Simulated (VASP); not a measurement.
# PbF2 (Fluorocronite) (Fm-3m) in VASP: further runs, part 2 of 2

VASP 6.6.1. The steps go on from the part before.

## (4) Single point, LDA (volume scaled by 1.02)

Input file INCAR:

```
ALGO     = Normal         # electronic algorithm
EDIFF    = 1E-6           # SCF threshold, eV
ENCUT    = 600            # plane-wave cutoff, eV
GGA      = CA             # functional
GGA_COMPAT= F            
ISIF     = 2              # what is computed and relaxed
ISMEAR   = -1             # smearing method
LASPH    = T              # aspherical terms in the spheres
LCHARG   = T              # write CHGCAR
LELF     = T              # ELF
LREAL    = F              # projectors in reciprocal space
LVHAR    = T            
LWAVE    = F              # write WAVECAR
NBANDS   = 21             # bands
NELM     = 120            # most SCF steps
PREC     = Accurate       # precision mode
SIGMA    = 0.05           # smearing width, eV
```

Input file KPOINTS:

```
k-points
0
Gamma
  8 8 8
```

Input file POSCAR:

```
PbF2
1.0
    0.0000000000      2.9832874594      2.9832874594
    2.9832874594      0.0000000000      2.9832874594
    2.9832874594      2.9832874594      0.0000000000
Pb F
1 2
Direct
    0.0000000000      0.0000000000      0.0000000000
    0.7500000000      0.7500000000      0.7500000000
    0.2500000000      0.2500000000      0.2500000000
```

Potentials or basis: VASP PAW LDA potentials, release 64 (Pb_d, F).

Launch:

```
$ cat potpaw_LDA.64/Pb_d/POTCAR potpaw_LDA.64/F/POTCAR > POTCAR
$ mpirun -np 1 vasp_std > vasp.out
```

OUTCAR:

```text
EDIFF = 1E-6
   ENCUT = 600
   GGA = CA
   ISIF = 2
   ISMEAR = -1
   LASPH = T
   LREAL = F
   NELM = 120
   PREC = Accurate

 ion  position               nearest neighbor table
   1  0.000  0.000  0.000-   2 2.58   2 2.58   3 2.58   3 2.58   2 2.58   2 2.58   3 2.58   3 2.58

   2  0.750  0.750  0.750-   1 2.58   1 2.58   1 2.58   1 2.58
   3  0.250  0.250  0.250-   1 2.58   1 2.58   1 2.58   1 2.58

[... 770 lines left out ...]
------------------------ aborting loop because EDIFF is reached ----------------------------------------

  FORCE on cell =-STRESS in cart. coord.  units (eV):
  Direction    XX          YY          ZZ          XY          YZ          ZX
  --------------------------------------------------------------------------------------
  -------------------------------------------------------------------------------------
  Total       -1.9311475     -1.9311475     -1.9311475      0.0000000      0.0000000     -0.0000000
  in kB      -58.2653992    -58.2653992    -58.2653992      0.0000000      0.0000000     -0.0000000
  external PRESSURE =     -58.2653992 kB  Pullay stress =       0.0000000 kB

 VOLUME and BASIS-vectors are now :
 -----------------------------------------------------------------------------
  energy-cutoff  :      600.00
  volume of cell :       53.10
      direct lattice vectors                 reciprocal lattice vectors
     0.000000000  2.983287459  2.983287459    -0.167600343  0.167600343  0.167600343
     2.983287459  0.000000000  2.983287459     0.167600343 -0.167600343  0.167600343
     2.983287459  2.983287459  0.000000000     0.167600343  0.167600343 -0.167600343

 POSITION                                       TOTAL-FORCE (eV/Angst)
 -----------------------------------------------------------------------------------
      0.00000      0.00000      0.00000        -0.000000     -0.000000      0.000000
      4.47493      4.47493      4.47493        -0.000000      0.000000      0.000000
      1.49164      1.49164      1.49164         0.000000     -0.000000     -0.000000
 -----------------------------------------------------------------------------------
    total drift:                                0.000000      0.000000      0.000000

  FREE ENERGIE OF THE ION-ELECTRON SYSTEM (eV)
  ---------------------------------------------------
  free  energy   TOTEN  =       -15.8871887136 eV

  energy  without entropy=      -15.8871887136  energy(sigma->0) =      -15.88718871
```

OSZICAR:

```text
N       E                     dE             d eps       ncg     rms          rms(c)
DAV:   1     0.310146262338E+03    0.31015E+03   -0.15844E+04  1234   0.167E+03
DAV:   2     0.106961798076E+02   -0.29945E+03   -0.28078E+03  1290   0.451E+02
DAV:   3    -0.169210259838E+02   -0.27617E+02   -0.27277E+02  1426   0.143E+02
DAV:   4    -0.177149138921E+02   -0.79389E+00   -0.79313E+00  1376   0.249E+01
DAV:   5    -0.177415661751E+02   -0.26652E-01   -0.26648E-01  1528   0.485E+00    0.754E+00
DAV:   6    -0.159683579283E+02    0.17732E+01   -0.82923E+00  1648   0.225E+01    0.276E+00
DAV:   7    -0.159232873034E+02    0.45071E-01   -0.44889E-01  1313   0.414E+00    0.149E+00
DAV:   8    -0.158898141583E+02    0.33473E-01   -0.11134E-01  1426   0.331E+00    0.504E-01
DAV:   9    -0.158869184397E+02    0.28957E-02   -0.17150E-02  1520   0.927E-01    0.947E-02
DAV:  10    -0.158872367719E+02   -0.31833E-03   -0.90696E-04  1356   0.343E-01    0.372E-02
DAV:  11    -0.158871900701E+02    0.46702E-04   -0.96218E-05  1432   0.101E-01    0.141E-02
DAV:  12    -0.158871884896E+02    0.15805E-05   -0.36812E-05  1627   0.639E-02    0.577E-03
DAV:  13    -0.158871887136E+02   -0.22398E-06   -0.33855E-06  1335   0.183E-02
   1 F= -.15887189E+02 E0= -.15887189E+02  d E =-.448690E-10
```

stdout:

```text
POSCAR found type information on POSCAR PbF
 POSCAR found :  2 types and       3 ions
 scaLAPACK will be used
 LDA part: xc-table for (Slater(with rela. corr.)+CA(PZ))
 , standard interpolation
 POSCAR, INCAR and KPOINTS ok, starting setup
 FFT: planning ... GRIDC
 FFT: planning ... GRID_SOFT
 FFT: planning ... GRID
 WAVECAR not read
 entering main loop
```

Run time: 55 s. Hardware: 1 thread of Intel Xeon 8259CL, shared host; peak memory 0.19 GiB.

What came out:

```yaml
Free_energy: -15.8872 eV
Pressure: -5.8 GPa
Band_gap_on_the_k_mesh: 4.22 eV, indirect (least direct gap 4.38 eV)
```

Caveat: spin-orbit coupling is left out, which moves the levels of the heavy elements.

## (5) Summary

| cell | gap on the mesh (eV) | pressure (GPa) |
| --- | --- | --- |
| a = 4.135 Å, angles 60.0°, 3 atoms | 4.21 | -1.6 |
| a = 4.163 Å, angles 60.0°, 3 atoms | 4.22 | -3.2 |
| a = 4.219 Å, angles 60.0°, 3 atoms | 4.22 | -5.8 |

Alike in all rows: task single point; level LDA; potentials or basis VASP PAW LDA potentials, release 64 (Pb_d, F); no spin polarisation; k mesh 8 × 8 × 8; cutoff (eV) 600; smearing fermi-dirac 0.05 eV.

Caveats: spin-orbit coupling is left out, which moves the levels of the heavy elements.

Total energies depend on the potentials used, so only differences within one code and one set of settings carry meaning.
